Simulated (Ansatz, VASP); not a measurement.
**CuI in VASP and in Ansatz**

```
CELL_PARAMETERS angstrom
0.00000 3.03150 3.03150
3.03150 0.00000 3.03150
3.03150 3.03150 0.00000
ATOMIC_POSITIONS crystal
I 0.00000 0.00000 0.00000
Cu 0.75000 0.75000 0.75000
```

Alike in both runs: functional BLYP; k mesh 8 × 8 × 8; occupations fermi-dirac, width 0.05 eV; no spin polarisation.

|  | VASP | Ansatz |
| --- | --- | --- |
| version | VASP 6.6.1 | Ansatz 0.2.0 |
| potentials or method | VASP PAW PBE potentials, release 64 (I, Cu) | Ansatz PAW |
| plane-wave cutoff (eV) | 520 | 420 |
| valence electrons in the cell | 18 | 36 |
| task | single point | band structure |

|  | VASP | Ansatz | Ansatz less VASP |
| --- | --- | --- | --- |
| gap on the k mesh at the Fermi level (eV) | 1.22 | 1.16 | -0.058 |
| least direct gap on the mesh (eV) | 1.22 | 1.16 | -0.058 |
| pressure (GPa) | 3.8 | 3.5 | -0.24 |

VASP's potentials were made for PBE, not for BLYP. VASP's potentials hold 18 valence electrons a cell and Ansatz's 36, so a difference there can come from the potentials and not from the codes.

Neither program's run includes spin-orbit coupling.
